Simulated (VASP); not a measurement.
A run of VASP 6.6.1 is set up as follows.

File INCAR:

```
SYSTEM = C
ALGO = Normal
EDIFF = 1E-6
ENCUT = 600
GGA = PE
GGA_COMPAT = .False.
ISIF = 2
ISMEAR = -1
LASPH = .True.
LCHARG = .False.
LREAL = .False.
LWAVE = .False.
NBANDS = 11
NELM = 120
PREC = Accurate
SIGMA = 0.1
```

The input KPOINTS:

```
k-points
0
Gamma
  14 14 14
  0 0 0
```

File POSCAR:

```
C
1.0
    0.0000000000      1.7834500000      1.7834500000
    1.7834500000      0.0000000000      1.7834500000
    1.7834500000      1.7834500000      0.0000000000
C
2
Direct
    0.5000000000      0.5000000000      0.5000000000
    0.7500000000      0.7500000000      0.7500000000
```

Potentials or basis: VASP PAW PBE potentials, release 64 (C).

The run is started by

```bash
$ cat potpaw_PBE.64/C/POTCAR > POTCAR
$ mpirun -np 1 vasp_std > vasp.out
```

Q: Predict the band gap on the k mesh.

A: 4.13 eV, indirect (least direct gap 5.59 eV).

Q: Predict the pressure.

A: 1.7 GPa.

A k mesh can miss the band edges.
